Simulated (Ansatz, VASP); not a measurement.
**PtS4: VASP beside Ansatz**

```
CELL_PARAMETERS angstrom
3.57133 0.00000 0.00000
-1.78566 3.09286 0.00000
0.00000 0.00000 22.14339
ATOMIC_POSITIONS crystal
S 0.33333 0.66667 0.37065
S 0.66667 0.33333 0.44030
S 0.33333 0.66667 0.55970
S 0.66667 0.33333 0.62935
Pt 0.00000 0.00000 0.50000
```

Alike in both runs: task single point; functional PBEsol; k mesh 12 × 12 × 1; occupations gaussian, width 0.05 eV; non-collinear spin, spin-orbit coupling.

|  | VASP | Ansatz |
| --- | --- | --- |
| version | VASP 6.6.1 | Ansatz 0.2.0 |
| potentials or method | VASP PAW PBE potentials, release 64 (S, Pt), cutoff 400 eV | plane waves, PAW |
| valence electrons in the cell | 34 | 42 |

|  | VASP | Ansatz | Ansatz less VASP |
| --- | --- | --- | --- |
| rms of the force components (eV/Å) | 0.025 | 0.027 | +0.0029 |
| net moment per atom (μB) | 0.00 | 0.00 | 0.000 |
| work function, face that differs most (eV) | 6.05 | 6.07 | +0.014 |

VASP's potentials were made for PBE, not for PBEsol. With one functional, cell and mesh, what is left measures potentials, basis and numerics. VASP's potentials hold 34 valence electrons a cell and Ansatz's 42, so a difference there can come from the potentials and not from the codes. Ansatz's warnings: xc potential rough in thin density.
